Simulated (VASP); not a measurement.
# NaH (P4/mmm) in VASP: settings compared, part 3 of 3

VASP 6.6.1.

## (7) Single point, HSE06 (biaxial xy strain -2.5%)

Contents of POSCAR:

```
NaH
1.0
    2.8605476219      0.0000000000      0.0000000000
    0.0000000000      2.8605476219      0.0000000000
    0.0000000000      0.0000000000      2.9323912064
Na H
1 1
Direct
    0.0000000000      0.0000000000      0.0000000000
    0.5000000000      0.5000000000      0.5000000000
```

Contents of INCAR.step1:

```
PREC = Accurate ; ENCUT = 520
EDIFF = 1E-5 ; ISMEAR = 0
SIGMA = 0.01 ; LREAL = F
LASPH = T ; NELM = 80
ALGO = Normal ; ISIF = 2
LWAVE = T ; LCHARG = F
NBANDS = 11 ; GGA = PE
```

Contents of INCAR.step2:

```
PREC = Accurate ; ENCUT = 520
EDIFF = 1E-7 ; ISMEAR = 0
SIGMA = 0.01 ; LREAL = F
LASPH = T ; NELM = 80
ALGO = Normal ; ISIF = 2
LWAVE = F ; LCHARG = F
GGA = PE ; LHFCALC = T
HFSCREEN = 0.2079 ; PRECFOCK = Normal
NBANDS = 11 ; ISTART = 1
```

Contents of KPOINTS:

```
regular mesh
0
Gamma
  6 6 6
```

Potentials or basis: VASP PAW PBE potentials, release 64 (Na_pv, H).

Run with:

```
$ cat potpaw_PBE.64/Na_pv/POTCAR potpaw_PBE.64/H/POTCAR > POTCAR
$ cp INCAR.step1 INCAR
$ mpirun -np 1 vasp_std > vasp.out
$ cp INCAR.step2 INCAR
$ mpirun -np 1 vasp_std > vasp.out
```

OUTCAR:

```text
PREC = Accurate
   ENCUT = 520
   EDIFF = 1E-7
   ISMEAR = 0
   LREAL = F
   LASPH = T
   NELM = 80
   ISIF = 2
   GGA = PE
   LHFCALC = T
   HFSCREEN = 0.2079
   PRECFOCK = Normal
   ISTART = 1

 ion  position               nearest neighbor table
   1  0.000  0.000  0.000-
   2  0.500  0.500  0.500-

  LATTYP: Found a simple tetragonal cell.
 ALAT       =     2.8605476219
 C/A-ratio  =     1.0251153255

  Lattice vectors:

 A1 = (   2.8605476219,   0.0000000000,   0.0000000000)
 A2 = (   0.0000000000,   2.8605476219,   0.0000000000)
 A3 = (   0.0000000000,   0.0000000000,   2.9323912064)

Analysis of symmetry for initial positions (statically):
=====================================================================
 Subroutine PRICEL returns:
 Original cell was already a primitive cell.

 Routine SETGRP: Setting up the symmetry group for a
 simple tetragonal supercell.

 Subroutine GETGRP returns: Found 16 space group operations
 (whereof 16 operations were pure point group operations)
 out of a pool of 16 trial point group operations.

The static configuration has the point symmetry D_4h.

Analysis of symmetry for dynamics (positions and initial velocities):
=====================================================================
 Subroutine PRICEL returns:
 Original cell was already a primitive cell.

 Routine SETGRP: Setting up the symmetry group for a
 simple tetragonal supercell.

 Subroutine GETGRP returns: Found 16 space group operations
 (whereof 16 operations were pure point group operations)
 out of a pool of 16 trial point group operations.

The dynamic configuration has the point symmetry D_4h.

 Subroutine INISYM returns: Found 16 space group operations
 (whereof 16 operations are pure point group operations),
 and found     1 'primitive' translations

----------------------------------------------------------------------------------------

                                     Primitive cell

  volume of cell :      23.9950

  direct lattice vectors                    reciprocal lattice vectors
     2.860547622  0.000000000  0.000000000     0.349583413  0.000000000  0.000000000
     0.000000000  2.860547622  0.000000000     0.000000000  0.349583413  0.000000000
     0.000000000  0.000000000  2.932391206     0.000000000  0.000000000  0.341018619

  length of vectors
     2.860547622  2.860547622  2.932391206     0.349583413  0.349583413  0.341018619

  position of ions in fractional coordinates (direct lattice)
     0.000000000  0.000000000  0.000000000
     0.500000000  0.500000000  0.500000000

  ion indices of the primitive-cell ions
   primitive index   ion index
                 1           1
                 2           2

----------------------------------------------------------------------------------------

 KPOINTS: regular mesh

Automatic generation of k-mesh.
 Grid dimensions read from file:
 generate k-points for:    6    6    6

 Generating k-lattice:

  Cartesian coordinates                     Fractional coordinates (reciprocal lattice)
[... 45 lines left out ...]
   dimension x,y,z NGX =    24 NGY =   24 NGZ =   24
   dimension x,y,z NGXF=    48 NGYF=   48 NGZF=   48
   ions per type =               1   1
   NGX,Y,Z   is equivalent  to a cutoff of  13.95, 13.95, 13.61 a.u.
   NGXF,Y,Z  is equivalent  to a cutoff of  27.90, 27.90, 27.21 a.u.
 SYSTEM =  unknown system
   PREC   = accura    normal or accurate (medium, high low for compatibility)
   ISTART =      1    job   : 0-new  1-cont  2-samecut
   ICHARG =      0    charge: 1-file 2-atom 10-const
   ISPIN  =      1    spin polarized calculation?
   LNONCOLLINEAR =      F non collinear calculations
   LSORBIT =      F    spin-orbit coupling
   LASPH  =      T    aspherical Exc in radial PAW
   ENCUT  =  520.0 eV  38.22 Ry    6.18 a.u.   5.32  5.32  5.45*2*pi/ulx,y,z
   NELM   =     80;   NELMIN=  2; NELMDL=  0     # of ELM steps
   EDIFF  = 0.1E-06   stopping-criterion for ELM
   LREAL  =      F    real-space projection
   EDIFFG = 0.1E-05   stopping-criterion for IOM
   NSW    =      0    number of steps for IOM
   IBRION =     -1    ionic relax: 0-MD 1-quasi-New 2-CG
   NFREE  =      0    steps in history (QN), initial steepest desc. (CG)
   ISIF   =      2    stress and relaxation
   ISYM   =      3    0-nonsym 1-usesym 2-fastsym
   POTIM  = 0.5000    time-step for ionic-motion
   TEBEG  =    0.0;   TEEND  =   0.0 temperature during run
   PSTRESS=    0.0 pullay stress
   NELECT =       8.0000    total number of electrons
   NUPDOWN=      -1.0000    fix difference up-down
   EMIN   =  10.00;   EMAX   =-10.00  energy-range for DOS
   EFERMI =   0.00;   METHOD = LEGACY
   ISMEAR =     0;   SIGMA  =   0.01  broadening in eV -4-tet -1-fermi 0-gaus
   EFERMI_NEDOS =   21; number of points for ismear=-14 and -15
   IALGO  =     38    algorithm
   IMIX   =      1    mixing-type and parameters
     AMIX     =   0.40;   BMIX     =  1.00
     AMIX_MAG =   1.60;   BMIX_MAG =  1.00
  volume/ion in A,a.u.               =      12.00        80.96
  Fermi-wavevector in a.u.,A,eV,Ry     =   1.135180  2.145179 17.532925  1.288634
  Thomas-Fermi vector in A             =   2.271885
   LORBIT       =      0    0 simple, 1 ext, 2 COOP (PROOUT), +10 PAW based schemes
   GGA     = PE    functional components
   LHFCALC =     T    Hartree Fock is set to
   PRECFOCK=normal    Normal, Fast or Accurate (Low or Medium for compatibility)
   ENCUT4O =  -1.0   cutoff for four orbital integrals eV
   NKREDX  =     1    reduce k-point grid by
   NKREDY  =     1    reduce k-point grid by
   NKREDZ  =     1    reduce k-point grid by
   AEXX    =    0.2500 exact exchange contribution
   HFSCREEN=    0.2079 screening length (either q_TF or 0.3 A-1)
   HFSCREENC=   0.2079 screening length for correlation (either q_TF or 0.3 A-1)
   ENCUTFOCK=  -1.0 apply spherical cutoff to Coloumb kernel
   IVDW    =     0    specifies the selected vdW correction
   LEPSILON=     F    determine dielectric tensor
   LRPA    =     F    only Hartree local field effects (RPA)
 non-spin polarized calculation
 Gauss-broadening in eV      SIGMA  =   0.01
  energy-cutoff  :      520.00
  volume of cell :       23.99
 maximum number of plane-waves:       659
 NGX is ok and might be reduce to    24
  NGX = 16; NGY = 16; NGZ = 18

 number of electron       7.9999998 magnetization

 Free energy of the ion-electron system (eV)
  ---------------------------------------------------
  ext. energy  EPLUGINS =         0.00000000
  ---------------------------------------------------
  free energy    TOTEN  =        -5.43166260 eV

  energy without entropy =       -5.43166260  energy(sigma->0) =       -5.43166260

 E-fermi :   1.3481     XC(G=0):  -7.0248

 val. band max:        1.1588350402   @ k =   0.5000   0.5000   0.5000
 cond. band min:       2.8814123907   @ k =   0.0000   0.0000   0.5000
 fundamental gap:      1.7225773504
 Fermi energy:         1.3481066929

 k-point     1 :       0.0000    0.0000    0.0000
  band No.  band energies     occupation
      1     -25.9460      2.00000
      2     -25.9404      2.00000
      3     -25.9404      2.00000
      4      -5.7145      2.00000
      5      11.7976      0.00000
      6      13.4372      0.00000
      7      13.8344      0.00000
      8      14.8693      0.00000
      9      15.7521      0.00000
     10      15.7521      0.00000
     11      29.2579      0.00000
[... 309 lines left out ...]
 k-point    24 :       0.5000    0.0000    0.3333
  band No.  band energies     occupation
      1     -26.1408      2.00000
      2     -26.0506      2.00000
      3     -25.9097      2.00000
      4      -1.5609      2.00000
      5       5.0716      0.00000
      6       7.8769      0.00000
      7      11.5016      0.00000
      8      17.6908      0.00000
      9      19.7900      0.00000
     10      22.0073      0.00000
     11      23.1699      0.00000

 [... further k-points ...]

------------------------ aborting loop because EDIFF is reached ----------------------------------------

  FORCE on cell =-STRESS in cart. coord.  units (eV):
  Direction    XX          YY          ZZ          XY          YZ          ZX
  --------------------------------------------------------------------------------------
  -------------------------------------------------------------------------------------
  Total        0.4181503      0.4181503     -0.0596023      0.0000000      0.0000000      0.0000000
  in kB       27.9204730     27.9204730     -3.9797244      0.0000000      0.0000000      0.0000000
  external PRESSURE =      17.2870738 kB  Pullay stress =       0.0000000 kB

 VOLUME and BASIS-vectors are now :
 -----------------------------------------------------------------------------
  energy-cutoff  :      520.00
  volume of cell :       23.99
      direct lattice vectors                 reciprocal lattice vectors
     2.860547622  0.000000000  0.000000000     0.349583413  0.000000000  0.000000000
     0.000000000  2.860547622  0.000000000     0.000000000  0.349583413  0.000000000
     0.000000000  0.000000000  2.932391206     0.000000000  0.000000000  0.341018619

 POSITION                                       TOTAL-FORCE (eV/Angst)
 -----------------------------------------------------------------------------------
      0.00000      0.00000      0.00000         0.000000      0.000000      0.000000
      1.43027      1.43027      1.46620         0.000000      0.000000      0.000000
 -----------------------------------------------------------------------------------
    total drift:                                0.000000     -0.000000      0.000004

  FREE ENERGIE OF THE ION-ELECTRON SYSTEM (eV)
  ---------------------------------------------------
  free  energy   TOTEN  =        -5.4316626013 eV

  energy  without entropy=       -5.4316626013  energy(sigma->0) =       -5.43166260
```

OSZICAR.step1:

```text
N       E                     dE             d eps       ncg     rms          rms(c)
DAV:   1     0.375281647750E+02    0.37528E+02   -0.44835E+03   883   0.759E+02
DAV:   2    -0.400076054378E+01   -0.41529E+02   -0.40950E+02   929   0.204E+02
DAV:   3    -0.522000164070E+01   -0.12192E+01   -0.12179E+01  1054   0.325E+01
DAV:   4    -0.522706055487E+01   -0.70589E-02   -0.70584E-02  1020   0.244E+00
DAV:   5    -0.522711475972E+01   -0.54205E-04   -0.54204E-04  1000   0.207E-01    0.317E+00
DAV:   6    -0.486780022216E+01    0.35931E+00   -0.33600E-01   982   0.338E+00    0.152E+00
DAV:   7    -0.475044598336E+01    0.11735E+00   -0.38129E-01   946   0.264E+00    0.374E-01
DAV:   8    -0.475280815028E+01   -0.23622E-02   -0.87934E-03   982   0.112E+00    0.726E-02
DAV:   9    -0.475259577924E+01    0.21237E-03   -0.15599E-03   988   0.421E-01    0.286E-02
DAV:  10    -0.475257513222E+01    0.20647E-04   -0.94683E-05  1012   0.567E-02    0.275E-03
DAV:  11    -0.475257585304E+01   -0.72082E-06   -0.11481E-06   572   0.738E-03
   1 F= -.47525759E+01 E0= -.47525759E+01  d E =-.392524E-21
```

Wall time 7.8 min (1 thread of Intel Xeon Platinum 8259CL at 2.50GHz (Skylake/Cascade Lake), shared host); peak memory 0.24 GiB.

What came out:

```yaml
Free_energy: -5.4317 eV
Pressure: 1.7 GPa
Band_gap_on_the_k_mesh: 1.72 eV (least direct gap 5.84 eV)
```

Stress tensor (GPa, compression positive):
```
 2.79  0.00  0.00
 0.00  2.79  0.00
 0.00  0.00 -0.40
```

Caveat: the cell differs from its parent crystal (biaxial xy strain -2.5%); the PAW data sets were made with another functional, which shifts forces and pressure a little.

## (8) Overview

| level | cell | k mesh | smearing | grid for exact exchange (PRECFOCK) | share of exact exchange | screening parameter | gap on the mesh (eV) | pressure (GPa) |
| --- | --- | --- | --- | --- | --- | --- | --- | --- |
| PBE | a = 2.932, b = 2.932, c = 2.788 Å, 2 atoms | 8 × 8 × 8 | fermi-dirac 0.02 eV | - | - | - | 0.85 | 2.3 |
| PBE | a = 3.024, b = 3.024, c = 2.960 Å, 2 atoms | 8 × 8 × 8 | fermi-dirac 0.02 eV | - | - | - | 0.96 | -0.9 |
| r2SCAN | a = 2.932, b = 2.932, c = 2.788 Å, 2 atoms | 8 × 8 × 8 | gaussian 0.01 eV | - | - | - | 1.43 | 1.1 |
| r2SCAN | a = 3.024, b = 3.024, c = 2.960 Å, 2 atoms | 8 × 8 × 8 | gaussian 0.01 eV | - | - | - | 1.53 | -1.9 |
| HSE06 | a = 2.932, b = 2.932, c = 2.788 Å, 2 atoms | 6 × 6 × 6 | gaussian 0.01 eV | Normal | 0.25 | 0.2079 1/Å | 1.70 | 1.8 |
| HSE06 | a = 2.861, b = 2.861, c = 2.932 Å, 2 atoms | 6 × 6 × 6 | gaussian 0.01 eV | Normal | 0.25 | 0.2079 1/Å | 1.72 | 1.7 |

Alike in all rows: task single point; potentials or basis VASP PAW PBE potentials, release 64 (Na_pv, H); no spin polarisation; cutoff (eV) 520.

Caveats: the PAW data sets were made with another functional, which shifts forces and pressure a little (at least some runs).

Absolute energies hang on the potentials; compare differences alone.
